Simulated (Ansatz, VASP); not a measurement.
## Ti in VASP and in Ansatz

POSCAR

```
Ti
1.0
    0.0000000000      2.0300000000      2.0300000000
    2.0300000000      0.0000000000      2.0300000000
    2.0300000000      2.0300000000      0.0000000000
Ti
1
Direct
    0.0000000000      0.0000000000      0.0000000000
```

The input INCAR.step1:

```
SYSTEM = Ti
  ALGO = Normal
  EDIFF = 1E-4
  ENCUT = 520
  GGA = PE
  ISMEAR = 0
  LASPH = .True.
  LCHARG = .False.
  LREAL = .False.
  LWAVE = .True.
  NBANDS = 12
  NELM = 60
  PREC = Accurate
  SIGMA = 0.15
```

Contents of INCAR.step2:

```
SYSTEM = Ti
  ALGO = Normal
  EDIFF = 1E-6
  ENCUT = 520
  ISIF = 2
  ISMEAR = 0
  ISTART = 1
  LASPH = .True.
  LCHARG = .True.
  LELF = .True.
  LMIXTAU = .True.
  LREAL = .False.
  LVHAR = .True.
  LWAVE = .False.
  METAGGA = R2SCAN
  NBANDS = 12
  NELM = 60
  PREC = Accurate
  SIGMA = 0.15
```

The input KPOINTS:

```
k-points
0
Gamma
  22 22 22
  0 0 0
```

Input for Ansatz:

```yaml
crystal:
  lattice:
    - [0.0, 2.03, 2.03]
    - [2.03, 0.0, 2.03]
    - [2.03, 2.03, 0.0]
  atoms:
    - { symbol: Ti, position: [0.0, 0.0, 0.0] }
basis:
  ecutwfc: 500
kpoints:
  mp_grid: { grid: [22, 22, 22] }
hamiltonian:
  xc: r2scan
scf:
  occupations: { method: gaussian, width: 0.15 }
output:
  forces: true
  stress: true
  eigenvalues: true
  write_density: true
  write_potential: true
  elf: true
  volumetric_format: npy
```

Alike in both runs: task single point; functional r2SCAN; k mesh 22 × 22 × 22; occupations gaussian, width 0.15 eV; no spin polarisation.

```csv
,VASP,Ansatz
version,VASP 6.6.1,Ansatz 0.2.0
potentials or method,"VASP PAW PBE potentials, release 64 (Ti_sv), cutoff 520 eV","scalar-relativistic, plane waves, PAW"
valence electrons in the cell,12,12
```

|  | VASP | Ansatz | Ansatz less VASP |
| --- | --- | --- | --- |
| gap on the k mesh at the Fermi level (eV) | none | none | - |
| pressure (GPa) | 4.9 | 4.4 | -0.44 |

VASP's potentials were made for PBE, not for r2SCAN. A gap of «none» marks a metal or a gap that the smearing closes. With one functional, cell and mesh, what is left measures potentials, basis and numerics.
